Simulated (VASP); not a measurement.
# InAs (F-43m) in VASP: notebook

The runs below take InAs through relaxation of cell and atoms, with LDA, RPBE+D4.

Everything below comes from runs of VASP 6.6.1. Logs are shortened: lines on timing, memory, paths and dates and some standing lists are left out, and cuts for length are marked.

## (1) The cell of the first run

Symmetry: F-43m, No. 216, cubic system. Conventional cell: a = 6.036 Å, b = 6.036 Å, c = 6.036 Å, α = 90.00°, β = 90.00°, γ = 90.00°. In (site symmetry -43m) has 4 As at 2.61 Å within 3.4 Å. As (site symmetry -43m) has 4 In at 2.61 Å within 3.4 Å.

## (2) Relaxation of cell and atoms, LDA

The input, INCAR:

```
PREC = Accurate ; ENCUT = 600
EDIFF = 1E-6 ; ISMEAR = -1
SIGMA = 0.05 ; LREAL = False
LASPH = True ; NELM = 80
ALGO = Normal ; ISIF = 3
LWAVE = False ; LCHARG = False
IBRION = 2 ; NSW = 60
EDIFFG = -0.01
```

The input, KPOINTS:

```
regular mesh
0
Gamma
  8 8 8
```

The input, POSCAR:

```
InAs
1.0
    0.0000000000      3.0180000000      3.0180000000
    3.0180000000      0.0000000000      3.0180000000
    3.0180000000      3.0180000000      0.0000000000
In As
1 1
Direct
    0.0000000000      0.0000000000      0.0000000000
    0.7500000000      0.7500000000      0.7500000000
```

Potentials or basis: VASP PAW LDA potentials, release 64 (In_d, As).

Launch:

```bash
$ cat potpaw_LDA.64/In_d/POTCAR potpaw_LDA.64/As/POTCAR > POTCAR
$ mpirun -np 1 vasp_std > vasp.out
```

OUTCAR:

```text
PREC = Accurate
   ENCUT = 600
   EDIFF = 1E-6
   ISMEAR = -1
   LREAL = False
   LASPH = True
   NELM = 80
   ISIF = 3
   IBRION = 2
   NSW = 60
   EDIFFG = -0.01

 ion  position               nearest neighbor table
   1  0.000  0.000  0.000-   2 2.61   2 2.61   2 2.61   2 2.61
   2  0.750  0.750  0.750-   1 2.61   1 2.61   1 2.61   1 2.61

  LATTYP: Found a face centered cubic cell.
 ALAT       =     6.0360000000

  Lattice vectors:

 A1 = (   0.0000000000,   3.0180000000,   3.0180000000)
 A2 = (   3.0180000000,   0.0000000000,   3.0180000000)
 A3 = (   3.0180000000,   3.0180000000,   0.0000000000)

Analysis of symmetry for initial positions (statically):
=====================================================================
 Subroutine PRICEL returns:
 Original cell was already a primitive cell.

 Routine SETGRP: Setting up the symmetry group for a
 face centered cubic supercell.

 Subroutine GETGRP returns: Found 24 space group operations
 (whereof 24 operations were pure point group operations)
 out of a pool of 48 trial point group operations.

The static configuration has the point symmetry T_d .

Analysis of symmetry for dynamics (positions and initial velocities):
=====================================================================
 Subroutine PRICEL returns:
 Original cell was already a primitive cell.

 Routine SETGRP: Setting up the symmetry group for a
 face centered cubic supercell.

 Subroutine GETGRP returns: Found 24 space group operations
 (whereof 24 operations were pure point group operations)
 out of a pool of 48 trial point group operations.

The dynamic configuration has the point symmetry T_d .

 Subroutine INISYM returns: Found 24 space group operations
 (whereof 24 operations are pure point group operations),
 and found     1 'primitive' translations

----------------------------------------------------------------------------------------

                                     Primitive cell

  volume of cell :      54.9778

  direct lattice vectors                    reciprocal lattice vectors
     0.000000000  3.018000000  3.018000000    -0.165672631  0.165672631  0.165672631
     3.018000000  0.000000000  3.018000000     0.165672631 -0.165672631  0.165672631
     3.018000000  3.018000000  0.000000000     0.165672631  0.165672631 -0.165672631

  length of vectors
     4.268096531  4.268096531  4.268096531     0.286953414  0.286953414  0.286953414

[... 102 lines left out ...]
  Fermi-wavevector in a.u.,A,eV,Ry     =   1.128331  2.132236 17.321990  1.273130
  Thomas-Fermi vector in A             =   2.265020
   LORBIT       =      0    0 simple, 1 ext, 2 COOP (PROOUT), +10 PAW based schemes
   GGA     = CA    functional components
   LHFCALC =     F    Hartree Fock is set to
   AEXX    =    0.0000 exact exchange contribution
   IVDW    =     0    specifies the selected vdW correction
   LEPSILON=     F    determine dielectric tensor
   LRPA    =     F    only Hartree local field effects (RPA)
 conjugate gradient relaxation of ions
 non-spin polarized calculation
  energy-cutoff  :      600.00
  volume of cell :       54.98
 maximum number of plane-waves:      1856
 NGX is ok and might be reduce to    36
   NGX = 17   NGY = 17   NGZ = 17

--------------------------------------- Ionic step        1  -------------------------------------------

 number of electron      18.0000003 magnetization

 Free energy of the ion-electron system (eV)
  ---------------------------------------------------
  ext. energy  EPLUGINS =         0.00000000
  ---------------------------------------------------
  free energy    TOTEN  =        -9.02614934 eV

  energy without entropy =       -9.02561776  energy(sigma->0) =       -9.02588355

------------------------ aborting loop because EDIFF is reached ----------------------------------------

  FORCE on cell =-STRESS in cart. coord.  units (eV):
  Direction    XX          YY          ZZ          XY          YZ          ZX
  --------------------------------------------------------------------------------------
  -------------------------------------------------------------------------------------
  Total       -0.0383015     -0.0383015     -0.0383015      0.0000000      0.0000000      0.0000000
  in kB       -1.1161924     -1.1161924     -1.1161924      0.0000000      0.0000000      0.0000000
  external PRESSURE =      -1.1161924 kB  Pullay stress =       0.0000000 kB
[... 59 lines left out ...]
--------------------------------------- Ionic step        3  -------------------------------------------

 number of electron      18.0000003 magnetization

 Free energy of the ion-electron system (eV)
  ---------------------------------------------------
  ext. energy  EPLUGINS =         0.00000000
  ---------------------------------------------------
  free energy    TOTEN  =        -9.02618104 eV

  energy without entropy =       -9.02565056  energy(sigma->0) =       -9.02591580

 E-fermi :   4.4593     XC(G=0):  -9.4428

 val. band max:        4.4127916669   @ k =   0.0000   0.0000   0.0000
 cond. band min:       5.2347779040   @ k =   0.5000   0.0000   0.0000
 fundamental gap:      0.8219862370
 Fermi energy:         4.4593253851

 k-point     1 :       0.0000    0.0000    0.0000
  band No.  band energies     occupation
      1      -9.9624      2.00000
      2      -9.9624      2.00000
      3      -9.9624      2.00000
      4      -9.8309      2.00000
      5      -9.8309      2.00000
      6      -7.5483      2.00000
      7       4.0540      1.99940
      8       4.4128      1.43443
      9       4.4128      1.43443
     10       4.4128      1.43442
     11       8.2377      0.00000
     12       8.2377      0.00000
     13       8.2377      0.00000
[... 354 lines left out ...]
  band No.  band energies     occupation
      1     -10.1109      2.00000
      2      -9.9208      2.00000
      3      -9.9066      2.00000
      4      -9.8366      2.00000
      5      -9.8233      2.00000
      6      -5.7729      2.00000
      7      -1.3179      2.00000
      8       1.6083      2.00000
      9       2.7278      2.00000
     10       7.1268      0.00000
     11       8.3659      0.00000
     12      10.1418      0.00000
     13      11.3959      0.00000

 [... further k-points ...]

------------------------ aborting loop because EDIFF is reached ----------------------------------------

  FORCE on cell =-STRESS in cart. coord.  units (eV):
  Direction    XX          YY          ZZ          XY          YZ          ZX
  --------------------------------------------------------------------------------------
  -------------------------------------------------------------------------------------
  Total       -0.0047243     -0.0047243     -0.0047243     -0.0000000      0.0000000     -0.0000000
  in kB       -0.1379115     -0.1379115     -0.1379115     -0.0000000      0.0000000     -0.0000000
  external PRESSURE =      -0.1379115 kB  Pullay stress =       0.0000000 kB
[... 17 lines left out ...]
  FREE ENERGIE OF THE ION-ELECTRON SYSTEM (eV)
  ---------------------------------------------------
  free  energy   TOTEN  =        -9.0261810369 eV

  energy  without entropy=       -9.0256505572  energy(sigma->0) =       -9.02591580

 reached required accuracy - stopping structural energy minimisation
```

CONTCAR:

```text
InAs
   1.00000000000000
     0.0000000000000000    3.0162857855719221    3.0162857855719221
     3.0162857855719221   -0.0000000000000000    3.0162857855719221
     3.0162857855719221    3.0162857855719221    0.0000000000000000
  In              As
     1     1
Direct
     0.0000000000000000    0.0000000000000000    0.0000000000000000
     0.7500000000000000    0.7500000000000000    0.7500000000000000

  0.00000000E+00  0.00000000E+00  0.00000000E+00
  0.00000000E+00  0.00000000E+00  0.00000000E+00
```

It took 57 s on 1 thread of Intel Xeon 8259CL, shared host; peak memory 0.2 GiB.

What came out:

```
Free energy                           : -9.0262 eV
Relaxed volume                        : 27.44 Å³/atom
Relaxed cell                          : a = 4.266 Å, b = 4.266 Å, c = 4.266 Å, α = 60.00°, β = 60.00°, γ = 60.00°
Space group after relaxing (to 0.1 Å) : F-43m (No. 216)
Energy gained by relaxing             : 0.0 meV/atom
Ionic steps                           : 3
Pressure after relaxing               : 0.0 GPa
Band gap on the k mesh                : zero (filled and empty bands touch)
```

Final structure:
```
CELL_PARAMETERS angstrom
0.00000 3.01629 3.01629
3.01629 0.00000 3.01629
3.01629 3.01629 0.00000
ATOMIC_POSITIONS crystal
In 0.00000 0.00000 0.00000
As 0.75000 0.75000 0.75000
```

Levels at points of the mesh, in eV from the Fermi level:
| k point | band 5 | band 6 | band 7 | band 8 | band 9 | band 10 | band 11 | band 12 | band 13 |
| --- | --- | --- | --- | --- | --- | --- | --- | --- | --- |
| (0.00, 0.00, 0.00) | -14.29 | -12.01 | -0.41 | -0.05 | -0.05 | -0.05 | 3.78 | 3.78 | 3.78 |
| (0.50, 0.00, 0.00) | -14.28 | -10.50 | -5.92 | -1.06 | -1.06 | 0.78 | 4.56 | 4.56 | 6.65 |
| (0.50, 0.50, 0.00) | -14.27 | -9.95 | -5.99 | -2.42 | -2.42 | 1.36 | 1.91 | 9.00 | 9.14 |

Caveat: semilocal functionals underestimate gaps, so a narrow gap can read as zero; spin-orbit coupling is left out, which moves the levels of the heavy elements.

## (3) Relaxation of cell and atoms, RPBE+D4

Edit INCAR of step 2 so:

```diff
@@ -6,2 +6,3 @@
 LWAVE = False ; LCHARG = False
+GGA = RP ; IVDW = 13
 IBRION = 2 ; NSW = 60
```

KPOINTS is that of step 2.

POSCAR is that of step 2.

Potentials or basis: VASP PAW PBE potentials, release 64 (In_d, As).

Launch:

```bash
$ cat potpaw_PBE.64/In_d/POTCAR potpaw_PBE.64/As/POTCAR > POTCAR
$ mpirun -np 1 vasp_std > vasp.out
```

OUTCAR:

```text
PREC = Accurate
   ENCUT = 600
   EDIFF = 1E-6
   ISMEAR = -1
   LREAL = False
   LASPH = True
   NELM = 80
   ISIF = 3
   GGA = RP
   IVDW = 13
   IBRION = 2
   NSW = 60
   EDIFFG = -0.01

 ion  position               nearest neighbor table
   1  0.000  0.000  0.000-   2 2.61   2 2.61   2 2.61   2 2.61
   2  0.750  0.750  0.750-   1 2.61   1 2.61   1 2.61   1 2.61

  LATTYP: Found a face centered cubic cell.
 ALAT       =     6.0360000000

  Lattice vectors:

 A1 = (   0.0000000000,   3.0180000000,   3.0180000000)
 A2 = (   3.0180000000,   0.0000000000,   3.0180000000)
 A3 = (   3.0180000000,   3.0180000000,   0.0000000000)

Analysis of symmetry for initial positions (statically):
=====================================================================
 Subroutine PRICEL returns:
 Original cell was already a primitive cell.

 Routine SETGRP: Setting up the symmetry group for a
 face centered cubic supercell.

 Subroutine GETGRP returns: Found 24 space group operations
 (whereof 24 operations were pure point group operations)
 out of a pool of 48 trial point group operations.

The static configuration has the point symmetry T_d .

Analysis of symmetry for dynamics (positions and initial velocities):
=====================================================================
 Subroutine PRICEL returns:
 Original cell was already a primitive cell.

 Routine SETGRP: Setting up the symmetry group for a
 face centered cubic supercell.

 Subroutine GETGRP returns: Found 24 space group operations
 (whereof 24 operations were pure point group operations)
 out of a pool of 48 trial point group operations.

The dynamic configuration has the point symmetry T_d .

 Subroutine INISYM returns: Found 24 space group operations
 (whereof 24 operations are pure point group operations),
 and found     1 'primitive' translations

----------------------------------------------------------------------------------------

                                     Primitive cell

  volume of cell :      54.9778

  direct lattice vectors                    reciprocal lattice vectors
     0.000000000  3.018000000  3.018000000    -0.165672631  0.165672631  0.165672631
[... 102 lines left out ...]
   EFERMI_NEDOS =   21; number of points for ismear=-14 and -15
   IALGO  =     38    algorithm
   IMIX   =      4    mixing-type and parameters
     AMIX     =   0.40;   BMIX     =  1.00
     AMIX_MAG =   1.60;   BMIX_MAG =  1.00
  volume/ion in A,a.u.               =      27.49       185.50
  Fermi-wavevector in a.u.,A,eV,Ry     =   1.128331  2.132236 17.321990  1.273130
  Thomas-Fermi vector in A             =   2.265020
   LORBIT       =      0    0 simple, 1 ext, 2 COOP (PROOUT), +10 PAW based schemes
   GGA     = RP    functional components
   LHFCALC =     F    Hartree Fock is set to
   AEXX    =    0.0000 exact exchange contribution
   IVDW    =    13    specifies the selected vdW correction
   LEPSILON=     F    determine dielectric tensor
   LRPA    =     F    only Hartree local field effects (RPA)
 conjugate gradient relaxation of ions
 non-spin polarized calculation
  energy-cutoff  :      600.00
  volume of cell :       54.98
 maximum number of plane-waves:      1856
 NGX is ok and might be reduce to    36
   NGX = 17   NGY = 17   NGZ = 17

--------------------------------------- Ionic step        1  -------------------------------------------

 number of electron      18.0000003 magnetization

 Free energy of the ion-electron system (eV)
  ---------------------------------------------------
  ext. energy  EPLUGINS =         0.00000000
  ---------------------------------------------------
  free energy    TOTEN  =        -6.94376326 eV

  energy without entropy =       -6.94319347  energy(sigma->0) =       -6.94347837

 E-fermi :   4.7311     XC(G=0):  -8.9472

 val. band max:        4.6748542979   @ k =   0.0000   0.0000   0.0000
 cond. band min:       5.7421050707   @ k =   0.5000   0.0000   0.0000
 fundamental gap:      1.0672507728
 Fermi energy:         4.7310785432

 k-point     1 :       0.0000    0.0000    0.0000
  band No.  band energies     occupation
      1      -9.7528      2.00000
      2      -9.7528      2.00000
      3      -9.7528      2.00000
      4      -9.6265      2.00000
      5      -9.6265      2.00000
      6      -7.1801      2.00000
      7       4.6332      1.75252
      8       4.6749      1.50964
      9       4.6749      1.50964
     10       4.6749      1.50964
     11       8.6275      0.00000
     12       8.6275      0.00000
     13       8.6275      0.00000
[... 447 lines left out ...]
--------------------------------------- Ionic step        3  -------------------------------------------

 number of electron      18.0000002 magnetization

 Free energy of the ion-electron system (eV)
  ---------------------------------------------------
  ext. energy  EPLUGINS =         0.00000000
  ---------------------------------------------------
  free energy    TOTEN  =        -7.00319645 eV

  energy without entropy =       -7.00262581  energy(sigma->0) =       -7.00291113

 E-fermi :   4.3831     XC(G=0):  -8.7902

 val. band max:        4.3324366639   @ k =   0.0000   0.0000   0.0000
 cond. band min:       5.3263719608   @ k =   0.5000   0.0000   0.0000
 fundamental gap:      0.9939352969
 Fermi energy:         4.3831145630

 k-point     1 :       0.0000    0.0000    0.0000
  band No.  band energies     occupation
      1     -10.0289      2.00000
      2     -10.0289      2.00000
      3     -10.0289      2.00000
      4      -9.9165      2.00000
      5      -9.9165      2.00000
      6      -7.3033      2.00000
      7       4.1143      1.99080
      8       4.3324      1.46743
      9       4.3324      1.46743
     10       4.3324      1.46743
     11       8.2703      0.00000
     12       8.2703      0.00000
     13       8.2703      0.00000
[... 401 lines left out ...]
  FREE ENERGIE OF THE ION-ELECTRON SYSTEM (eV)
  ---------------------------------------------------
  free  energy   TOTEN  =        -8.1808562539 eV

  energy  without entropy=       -8.1802856120  energy(sigma->0) =       -8.18057093

 reached required accuracy - stopping structural energy minimisation
```

OSZICAR:

```text
N       E                     dE             d eps       ncg     rms          rms(c)
DAV:   1     0.117146742698E+03    0.11715E+03   -0.93032E+03   754   0.164E+03
[... 27 lines left out ...]
DAV:   2    -0.700847132582E+01    0.30810E-01   -0.66251E-02   919   0.661E+00    0.443E-01
DAV:   3    -0.700324896877E+01    0.52224E-02   -0.15902E-02   999   0.287E+00    0.253E-01
DAV:   4    -0.700322732073E+01    0.21648E-04   -0.62349E-04   769   0.261E-01    0.180E-01
DAV:   5    -0.700318629791E+01    0.41023E-04   -0.95088E-05   904   0.983E-02    0.701E-02
DAV:   6    -0.700320063935E+01   -0.14341E-04   -0.43992E-05  1089   0.809E-02    0.188E-02
DAV:   7    -0.700319638560E+01    0.42537E-05   -0.49900E-06   879   0.394E-02    0.211E-03
DAV:   8    -0.700319645255E+01   -0.66948E-07   -0.66351E-07   502   0.167E-02
   3 F= -.81808563E+01 E0= -.81805709E+01  d E =-.116171E-01
```

It took 94 s on 1 thread of Intel Xeon 8259CL, shared host; peak memory 0.23 GiB.

What came out:

| Property | Result |
| --- | --- |
| Free energy | -8.1809 eV |
| Relaxed volume | 28.45 Å³/atom |
| Relaxed cell | a = 4.317 Å, b = 4.317 Å, c = 4.317 Å, α = 60.00°, β = 60.00°, γ = 60.00° |
| Space group after relaxing (to 0.1 Å) | F-43m (No. 216) |
| Energy gained by relaxing | 5.8 meV/atom |
| Ionic steps | 3 |
| Pressure after relaxing | 0.0 GPa |
| Band gap on the k mesh | zero (filled and empty bands touch) |
| Dispersion energy per atom | -0.589 eV |

The path:
| step | energy change (eV) | largest force (eV/Å) | pressure (GPa) | volume (Å³) |
| --- | --- | --- | --- | --- |
| 1 | 0.0000 | 0.0000 | 2.01 | 54.98 |
| 2 | -0.0095 | 0.0000 | -0.78 | 57.76 |
| 3 | -0.0116 | 0.0000 | 0.02 | 56.90 |

Final structure:
```xyz
2
Lattice="0.0000 3.0528 3.0528 3.0528 0.0000 3.0528 3.0528 3.0528 0.0000" Properties=species:S:1:pos:R:3 pbc="T T T"
In    0.0000    0.0000    0.0000
As    4.5792    4.5792    4.5792
```

Levels at points of the mesh, in eV from the Fermi level:
| k point | band 7 | band 8 | band 9 | band 10 | band 11 | band 12 |
| --- | --- | --- | --- | --- | --- | --- |
| (0.00, 0.00, 0.00) | -0.27 | -0.05 | -0.05 | -0.05 | 3.89 | 3.89 |
| (0.50, 0.00, 0.00) | -5.62 | -0.99 | -0.99 | 0.94 | 4.66 | 4.66 |
| (0.50, 0.50, 0.00) | -5.72 | -2.26 | -2.26 | 1.66 | 2.09 | 9.09 |

Caveat: semilocal functionals underestimate gaps, so a narrow gap can read as zero; the PAW data sets were made with another functional, which shifts forces and pressure a little; spin-orbit coupling is left out, which moves the levels of the heavy elements.
